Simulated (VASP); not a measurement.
# CaGa2O2 (C2/m) in VASP: a series of runs

The runs below take CaGa2O2 through single point, relaxation of cell and atoms, with PBE.

Everything below comes from runs of VASP 6.6.1. Logs are shortened: lines on timing, memory, paths and dates and some standing lists are left out, and cuts for length are marked.

## (1) The cell of the first run

Symmetry: C2/m, No. 12, monoclinic system. Conventional cell: a = 6.706 Å, b = 6.706 Å, c = 4.742 Å, α = 90.00°, β = 90.00°, γ = 90.00°. Ca (site symmetry 2/m) has 2 O at 2.05 Å within 2.7 Å. Within 2.7 Å of Ga (site symmetry -1) lie 2 O at 2.05 Å. Within 2.7 Å of O (site symmetry m) lie 1 Ca at 2.05 Å and 2 Ga at 2.05 Å.

## (2) Single point, PBE

INCAR

```
SYSTEM = CaGa2O2
PREC = Accurate
ENCUT = 520
EDIFF = 1E-7
ISMEAR = 0
SIGMA = 0.1
LREAL = .FALSE.
LASPH = .TRUE.
NELM = 60
ALGO = Normal
ISIF = 2
LWAVE = .FALSE.
LCHARG = .FALSE.
GGA = PE
NBANDS = 32
```

KPOINTS

```
Automatic mesh
0
G
  4 4 4
  0 0 0
```

POSCAR

```
CaGa2O2
1.0
    3.3528071300     -3.3528071300      0.0000000000
    3.3528071300      3.3528071300      0.0000000000
    0.0000000000      0.0000000000      4.7415853100
Ca Ga O
1 2 2
Direct
    0.5000000000      0.5000000000      0.5000000000
    0.5000000000      0.0000000000      0.0000000000
    0.0000000000      0.5000000000      0.0000000000
    0.7500000000      0.7500000000      0.7500000000
    0.2500000000      0.2500000000      0.2500000000
```

Potentials or basis: VASP PAW PBE potentials, release 64 (Ca_sv, Ga_d, O).

Started as:

```sh
> cat potpaw_PBE.64/Ca_sv/POTCAR potpaw_PBE.64/Ga_d/POTCAR potpaw_PBE.64/O/POTCAR > POTCAR
> mpirun -np 1 vasp_std > vasp.out
```

OUTCAR:

```text
SYSTEM = CaGa2O2
   PREC = Accurate
   ENCUT = 520
   EDIFF = 1E-7
   ISMEAR = 0
   LREAL = .FALSE.
   LASPH = .TRUE.
   NELM = 60
   ISIF = 2
   GGA = PE

 ion  position               nearest neighbor table
   1  0.500  0.500  0.500-   4 2.05   5 2.05
   2  0.500  0.000  0.000-   4 2.05   5 2.05
   3  0.000  0.500  0.000-   4 2.05   5 2.05
   4  0.750  0.750  0.750-   1 2.05   2 2.05   3 2.05
   5  0.250  0.250  0.250-   1 2.05   2 2.05   3 2.05

  LATTYP: Found a simple cubic cell.
 ALAT       =     4.7415853153

  Lattice vectors:

 A1 = (   3.3528071300,  -3.3528071300,   0.0000000000)
 A2 = (   3.3528071300,   3.3528071300,   0.0000000000)
 A3 = (   0.0000000000,   0.0000000000,   4.7415853100)

Analysis of symmetry for initial positions (statically):
=====================================================================
 Subroutine PRICEL returns:
 Original cell was already a primitive cell.

 Routine SETGRP: Setting up the symmetry group for a
 simple cubic supercell.

 Subroutine GETGRP returns: Found  4 space group operations
 (whereof  4 operations were pure point group operations)
 out of a pool of 48 trial point group operations.

The static configuration has the point symmetry C_2h.

Analysis of symmetry for dynamics (positions and initial velocities):
=====================================================================
 Subroutine PRICEL returns:
 Original cell was already a primitive cell.

 Routine SETGRP: Setting up the symmetry group for a
 simple cubic supercell.

 Subroutine GETGRP returns: Found  4 space group operations
 (whereof  4 operations were pure point group operations)
 out of a pool of 48 trial point group operations.

The dynamic configuration has the point symmetry C_2h.

 Subroutine INISYM returns: Found  4 space group operations
 (whereof  4 operations are pure point group operations),
 and found     1 'primitive' translations

----------------------------------------------------------------------------------------

                                     Primitive cell

  volume of cell :     106.6033

  direct lattice vectors                    reciprocal lattice vectors
     3.352807130 -3.352807130  0.000000000     0.149128769 -0.149128769  0.000000000
     3.352807130  3.352807130  0.000000000     0.149128769  0.149128769  0.000000000
     0.000000000  0.000000000  4.741585310     0.000000000  0.000000000  0.210899928

  length of vectors
     4.741585315  4.741585315  4.741585310     0.210899928  0.210899928  0.210899928

  position of ions in fractional coordinates (direct lattice)
     0.500000000  0.500000000  0.500000000
     0.500000000  0.000000000  0.000000000
     0.000000000  0.500000000  0.000000000
     0.750000000  0.750000000  0.750000000
     0.250000000  0.250000000  0.250000000

  ion indices of the primitive-cell ions
   primitive index   ion index
                 1           1
                 2           2
                 3           3
                 4           4
                 5           5

----------------------------------------------------------------------------------------

 KPOINTS: Automatic mesh

Automatic generation of k-mesh.
 Grid dimensions read from file:
 generate k-points for:    4    4    4

 Generating k-lattice:

  Cartesian coordinates                     Fractional coordinates (reciprocal lattice)
     0.037282192 -0.037282192  0.000000000     0.250000000  0.000000000  0.000000000
     0.037282192  0.037282192  0.000000000     0.000000000  0.250000000  0.000000000
     0.000000000  0.000000000  0.052724982     0.000000000  0.000000000  0.250000000

  Length of vectors
     0.052724982  0.052724982  0.052724982

  Shift w.r.t. Gamma in fractional coordinates (k-lattice)
     0.000000000  0.000000000  0.000000000

 Subroutine IBZKPT returns following result:
 ===========================================

 Found     24 irreducible k-points:

 Following reciprocal coordinates:
            Coordinates               Weight
  0.000000  0.000000  0.000000      1.000000
  0.250000  0.000000  0.000000      4.000000
  0.000000  0.000000  0.250000      2.000000
  0.500000  0.000000  0.000000      2.000000
  0.000000  0.000000  0.500000      1.000000
  0.250000  0.250000  0.000000      2.000000
[... 16 lines left out ...]
  0.250000  0.500000  0.500000      4.000000
  0.500000  0.500000  0.500000      1.000000
   k-points           NKPTS =     24   k-points in BZ     NKDIM =     24   number of bands    NBANDS=     32
   number of dos      NEDOS =    301   number of ions     NIONS =      5
   total plane-waves  NPLWV =  46656
   dimension x,y,z NGX =    36 NGY =   36 NGZ =   36
   dimension x,y,z NGXF=    72 NGYF=   72 NGZF=   72
   ions per type =               1   2   2
   NGX,Y,Z   is equivalent  to a cutoff of  12.62, 12.62, 12.62 a.u.
   NGXF,Y,Z  is equivalent  to a cutoff of  25.24, 25.24, 25.24 a.u.
 SYSTEM =  CaGa2O2
   PREC   = accura    normal or accurate (medium, high low for compatibility)
   ISTART =      0    job   : 0-new  1-cont  2-samecut
   ICHARG =      2    charge: 1-file 2-atom 10-const
   ISPIN  =      1    spin polarized calculation?
   LNONCOLLINEAR =      F non collinear calculations
   LSORBIT =      F    spin-orbit coupling
   LASPH  =      T    aspherical Exc in radial PAW
   ENCUT  =  520.0 eV  38.22 Ry    6.18 a.u.   8.82  8.82  8.82*2*pi/ulx,y,z
   NELM   =     60;   NELMIN=  2; NELMDL= -5     # of ELM steps
   EDIFF  = 0.1E-06   stopping-criterion for ELM
   LREAL  =      F    real-space projection
   EDIFFG = 0.1E-05   stopping-criterion for IOM
   NSW    =      0    number of steps for IOM
   IBRION =     -1    ionic relax: 0-MD 1-quasi-New 2-CG
   NFREE  =      0    steps in history (QN), initial steepest desc. (CG)
   ISIF   =      2    stress and relaxation
   ISYM   =      2    0-nonsym 1-usesym 2-fastsym
   POTIM  = 0.5000    time-step for ionic-motion
   TEBEG  =    0.0;   TEEND  =   0.0 temperature during run
   PSTRESS=    0.0 pullay stress
   NELECT =      48.0000    total number of electrons
   NUPDOWN=      -1.0000    fix difference up-down
   EMIN   =  10.00;   EMAX   =-10.00  energy-range for DOS
   EFERMI =   0.00;   METHOD = LEGACY
   ISMEAR =     0;   SIGMA  =   0.10  broadening in eV -4-tet -1-fermi 0-gaus
   EFERMI_NEDOS =   21; number of points for ismear=-14 and -15
   IALGO  =     38    algorithm
   IMIX   =      4    mixing-type and parameters
     AMIX     =   0.40;   BMIX     =  1.00
     AMIX_MAG =   1.60;   BMIX_MAG =  1.00
  volume/ion in A,a.u.               =      21.32       143.88
  Fermi-wavevector in a.u.,A,eV,Ry     =   1.254773  2.371176 21.421749  1.574454
  Thomas-Fermi vector in A             =   2.388561
   LORBIT       =      0    0 simple, 1 ext, 2 COOP (PROOUT), +10 PAW based schemes
   GGA     = PE    functional components
   LHFCALC =     F    Hartree Fock is set to
   AEXX    =    0.0000 exact exchange contribution
   IVDW    =     0    specifies the selected vdW correction
   LEPSILON=     F    determine dielectric tensor
   LRPA    =     F    only Hartree local field effects (RPA)
 non-spin polarized calculation
 Gauss-broadening in eV      SIGMA  =   0.10
  energy-cutoff  :      520.00
  volume of cell :      106.60
 maximum number of plane-waves:      2897
   NGX = 17   NGY = 17   NGZ = 17

 number of electron      47.9999973 magnetization

 Free energy of the ion-electron system (eV)
  ---------------------------------------------------
  ext. energy  EPLUGINS =         0.00000000
  ---------------------------------------------------
  free energy    TOTEN  =       -21.62932979 eV

  energy without entropy =      -21.61605143  energy(sigma->0) =      -21.62269061

 E-fermi :   2.3550     XC(G=0):  -8.7794

 val. band max:        2.3064846021   @ k =   0.5000   0.5000   0.2500
 cond. band min:       2.3698880660   @ k =   0.2500   0.2500   0.0000
 fundamental gap:      0.0634034639
 Fermi energy:         2.3550362041

 k-point     1 :       0.0000    0.0000    0.0000
  band No.  band energies     occupation
      1     -37.8745      2.00000
      2     -19.4597      2.00000
      3     -19.0561      2.00000
      4     -19.0429      2.00000
      5     -16.0277      2.00000
      6     -14.7020      2.00000
[... 24 lines left out ...]
     31       6.8619      0.00000
     32       6.9384      0.00000

 k-point     2 :       0.2500    0.0000    0.0000
  band No.  band energies     occupation
      1     -37.8743      2.00000
      2     -19.4692      2.00000
      3     -19.0574      2.00000
      4     -19.0456      2.00000
      5     -15.9322      2.00000
      6     -14.8253      2.00000
[... 24 lines left out ...]
     31       7.1192      0.00000
     32       7.8687      0.00000

 k-point     3 :       0.0000    0.0000    0.2500
  band No.  band energies     occupation
      1     -37.8743      2.00000
      2     -19.4769      2.00000
      3     -19.0613      2.00000
      4     -19.0426      2.00000
      5     -15.8679      2.00000
      6     -14.8877      2.00000
[... 24 lines left out ...]
     31       7.4247      0.00000
     32       8.3459      0.00000

 k-point     4 :       0.5000    0.0000    0.0000
  band No.  band energies     occupation
      1     -37.8741      2.00000
      2     -19.4789      2.00000
      3     -19.0594      2.00000
      4     -19.0473      2.00000
      5     -15.8140      2.00000
      6     -14.9694      2.00000
[... 654 lines left out ...]
     31       7.4922      0.00000
     32       7.8251      0.00000

 k-point    23 :       0.2500    0.5000    0.5000
  band No.  band energies     occupation
      1     -37.8735      2.00000
      2     -19.4829      2.00000
      3     -19.0672      2.00000
      4     -19.0497      2.00000
      5     -15.8943      2.00000
      6     -14.8327      2.00000
[... 24 lines left out ...]
     31       7.5366      0.00000
     32       7.6514      0.00000

 k-point    24 :       0.5000    0.5000    0.5000
  band No.  band energies     occupation
      1     -37.8734      2.00000
      2     -19.4792      2.00000
      3     -19.0671      2.00000
      4     -19.0523      2.00000
      5     -15.9674      2.00000
      6     -14.7206      2.00000
[... 24 lines left out ...]
     31       7.2262      0.00000
     32       7.6380      0.00000

------------------------ aborting loop because EDIFF is reached ----------------------------------------

  FORCE on cell =-STRESS in cart. coord.  units (eV):
  Direction    XX          YY          ZZ          XY          YZ          ZX
  --------------------------------------------------------------------------------------
  -------------------------------------------------------------------------------------
  Total        3.3268214      1.4432290      2.0912448      0.0000000      0.0000000      3.0938496
  in kB       49.9999267     21.6907769     31.4300267      0.0000000      0.0000000     46.4985136
  external PRESSURE =      34.3735768 kB  Pullay stress =       0.0000000 kB

 VOLUME and BASIS-vectors are now :
 -----------------------------------------------------------------------------
  energy-cutoff  :      520.00
  volume of cell :      106.60
      direct lattice vectors                 reciprocal lattice vectors
     3.352807130 -3.352807130  0.000000000     0.149128769 -0.149128769  0.000000000
     3.352807130  3.352807130  0.000000000     0.149128769  0.149128769  0.000000000
     0.000000000  0.000000000  4.741585310     0.000000000  0.000000000  0.210899928

 POSITION                                       TOTAL-FORCE (eV/Angst)
 -----------------------------------------------------------------------------------
      3.35281      0.00000      2.37079         0.000000     -0.000000      0.000000
      1.67640     -1.67640      0.00000        -0.000000      0.000000      0.000000
      1.67640      1.67640      0.00000         0.000000      0.000000      0.000000
      5.02921      0.00000      3.55619         1.470692      0.000000      1.334229
      1.67640      0.00000      1.18540        -1.470692      0.000000     -1.334229
 -----------------------------------------------------------------------------------
    total drift:                                0.000000      0.000000     -0.000000

  FREE ENERGIE OF THE ION-ELECTRON SYSTEM (eV)
  ---------------------------------------------------
  free  energy   TOTEN  =       -21.6293297854 eV

  energy  without entropy=      -21.6160514258  energy(sigma->0) =      -21.62269061
```

Run time: 77 s. Hardware: 1 thread of Intel Xeon 6975P-C, shared host; peak memory 0.25 GiB.

What came out:

| Item | Value |
| --- | --- |
| Free energy | -21.6293 eV |
| Pressure | 3.4 GPa |
| Largest force | 1.986 eV/Å |
| Band gap on the k mesh | zero (band 24 reaches 2.37 eV, above the bottom of band 25 at 2.08 eV) |

Forces on the atoms (eV/Å):
```
Ca   0.000  0.000  0.000
Ga   0.000  0.000  0.000
Ga   0.000  0.000  0.000
O    1.471  0.000  1.334
O   -1.471  0.000 -1.334
```

Stress tensor (GPa, compression positive):
```
5.00 0.00 4.65
0.00 2.17 0.00
4.65 0.00 3.14
```

Caveat: forces of over 1 eV/Å act on the atoms, so gaps and moduli don't describe the material at rest.

## (3) Relaxation of cell and atoms, PBE

INCAR

```
ALGO = Normal
EDIFF = 1E-6
EDIFFG = -0.04
ENCUT = 600
GGA = PE
IBRION = 2
ISIF = 3
ISMEAR = 0
LASPH = T
LCHARG = F
LREAL = F
LWAVE = F
NELM = 80
NSW = 90
PREC = Accurate
SIGMA = 0.1
```

KPOINTS

```
k-points
0
Gamma
  4 4 4
```

POSCAR is that of step 2.

Potentials or basis: VASP PAW PBE potentials, release 64 (Ca_sv, Ga_d, O).

Started as:

```sh
> cat potpaw_PBE.64/Ca_sv/POTCAR potpaw_PBE.64/Ga_d/POTCAR potpaw_PBE.64/O/POTCAR > POTCAR
> mpirun -np 1 vasp_std > vasp.out
```

Run time: 36 min. Hardware: 1 thread of Intel Xeon 6975P-C, shared host; peak memory 0.32 GiB.

It converged, with:

| Property | Result |
| --- | --- |
| Free energy | -23.3771 eV |
| Relaxed volume | 20.00 Å³/atom |
| Relaxed cell | a = 5.351 Å, b = 5.351 Å, c = 3.528 Å, α = 89.73°, β = 89.73°, γ = 98.24° |
| Space group after relaxing (to 0.05 Å) | Cmmm (No. 65) |
| Energy gained by relaxing | 348.7 meV/atom |
| Ionic steps | 36 |
| Pressure after relaxing | 0.0 GPa |
| Largest force after relaxing | 0.022 eV/Å |
| Band gap on the k mesh | zero (band 24 reaches 2.23 eV, above the bottom of band 25 at 2.12 eV) |

Forces in eV/Å, atoms in the order of the input:
```
Ca   0.000  0.000  0.000
Ga   0.000  0.000  0.000
Ga   0.000  0.000  0.000
O   -0.021  0.000  0.007
O    0.021  0.000 -0.007
```

Stress tensor (GPa, compression positive):
```
-0.07  0.00 -0.11
 0.00  0.08  0.00
-0.11  0.00 -0.15
```

Step by step:
| step | energy change (eV) | largest force (eV/Å) | pressure (GPa) | volume (Å³) |
| --- | --- | --- | --- | --- |
| 1 | 0.0000 | 1.9856 | 3.38 | 106.60 |
| 2 | -0.2108 | 0.4356 | -2.04 | 113.59 |
| 3 | -0.2374 | 0.5019 | -0.89 | 111.59 |
| 4 | -0.2868 | 0.4532 | -0.53 | 110.25 |
| 5 | -0.4181 | 0.2874 | 0.56 | 106.19 |
| 6 | -0.5922 | 0.0527 | 3.15 | 98.04 |
| 7 | -0.3922 | 0.8944 | 10.02 | 81.72 |
| 8 | -0.6268 | 0.0328 | 4.82 | 93.85 |
| 9 | -0.6497 | 0.0559 | 4.53 | 93.79 |
| 10 | -0.7110 | 0.1841 | 3.73 | 93.59 |
| 11 | -0.7889 | 0.4604 | 2.11 | 93.10 |
| 12 | -0.7311 | 1.1422 | -0.46 | 91.75 |
| 13 | -0.8063 | 0.6323 | 1.18 | 92.75 |
| 14 | -0.8064 | 0.6753 | 0.98 | 92.66 |
| 15 | -0.8222 | 0.6587 | 0.76 | 92.94 |
| 16 | -0.8648 | 0.6183 | 0.14 | 93.78 |
| 17 | -0.9308 | 0.5758 | -0.98 | 95.45 |
| 18 | -0.9878 | 0.6128 | -2.93 | 98.72 |
| 19 | -1.0124 | 0.6196 | -2.83 | 98.58 |
| 20 | -1.0830 | 0.6576 | -2.51 | 98.14 |
| 21 | -1.2103 | 0.8021 | -1.65 | 97.16 |
| 22 | -1.3652 | 1.2838 | 0.67 | 94.77 |
| 23 | -1.4800 | 0.9337 | 1.11 | 94.89 |
| 24 | -1.5241 | 0.6639 | 2.59 | 94.84 |
| 25 | -1.5347 | 0.6475 | 2.06 | 94.89 |
| 26 | -1.6224 | 0.3036 | 0.53 | 97.42 |
| 27 | -1.6446 | 0.4886 | -2.48 | 103.28 |
| 28 | -1.6639 | 0.2560 | -1.42 | 100.97 |
| 29 | -1.6958 | 0.2772 | -0.57 | 99.72 |
| 30 | -1.7066 | 0.2966 | 0.21 | 98.61 |
| 31 | -1.7069 | 0.3000 | 0.34 | 98.41 |
| 32 | -1.7210 | 0.2372 | 0.21 | 98.56 |
| 33 | -1.7255 | 0.2125 | 0.12 | 98.68 |
| 34 | -1.7370 | 0.1108 | 0.09 | 99.06 |
| 35 | -1.7424 | 0.0465 | 0.13 | 99.56 |
| 36 | -1.7436 | 0.0221 | -0.05 | 99.99 |

Final structure:
```
Ca Ga O
1.0
     3.50196   -4.04594   -0.06037
     3.50196    4.04594   -0.06037
     0.08632    0.00000    3.52708
Ca Ga O
1 2 2
Direct
  0.50000 0.50000 0.50000
  0.50000 0.00000 0.00000
  0.00000 0.50000 0.00000
  0.71673 0.71673 0.99729
  0.28327 0.28327 0.00271
```

Levels at points of the mesh, in eV from the Fermi level:
```csv
k point,band 20,band 21,band 22,band 23,band 24,band 25,band 26,band 27,band 28
"(0.00, 0.00, 0.00)",-3.59,-3.01,-2.57,-2.42,-0.61,1.24,4.43,5.12,5.27
"(0.50, 0.00, 0.00)",-3.15,-2.91,-2.41,-2.13,-1.08,1.98,2.25,4.30,4.78
"(0.00, 0.00, 0.50)",-3.40,-2.80,-2.71,-2.61,-0.06,0.01,0.27,2.82,5.06
"(0.50, 0.50, 0.00)",-3.38,-3.26,-2.28,-1.79,-0.11,0.07,3.37,3.63,4.06
"(0.00, 0.50, 0.50)",-3.30,-2.94,-2.92,-0.66,-0.12,-0.02,0.45,2.59,3.90
"(0.50, 0.50, 0.50)",-3.50,-3.45,-2.63,-1.10,-0.78,1.32,1.88,1.97,2.89
```
